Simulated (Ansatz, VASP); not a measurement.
## Two plane-wave programs on SrO

```
Sr O
1.0
     0.00000    2.50556    2.69829
     2.50556    0.00000    2.69829
     2.50556    2.50556    0.00000
Sr O
1 1
Direct
  0.00000 0.00000 0.00000
  0.50000 0.50000 0.50000
```

Change from the starting cell: strain -0.025 along x and y, +0.050 along z, atoms carried along.

Alike in both runs: task single point; functional PBE; k mesh 8 × 8 × 8; occupations gaussian, width 0.05 eV; no spin polarisation.

|  | VASP | Ansatz |
| --- | --- | --- |
| version | VASP 6.6.1 | Ansatz 0.2.0 |
| potentials or method | VASP PAW PBE potentials, release 64 (Sr_sv, O), cutoff 520 eV | scalar-relativistic, plane waves, PAW |
| valence electrons in the cell | 16 | 16 |

|  | VASP | Ansatz | Ansatz less VASP |
| --- | --- | --- | --- |
| gap on the k mesh at the Fermi level (eV) | 3.12 | 3.17 | +0.052 |
| least direct gap on the mesh (eV) | 3.17 | 3.21 | +0.038 |
| pressure (GPa) | 4.8 | 4.2 | -0.64 |
| traceless stress, the component that is largest in VASP (GPa) | -6.51 | -6.18 | +0.334 |

With one functional, cell and mesh, what is left measures potentials, basis and numerics.
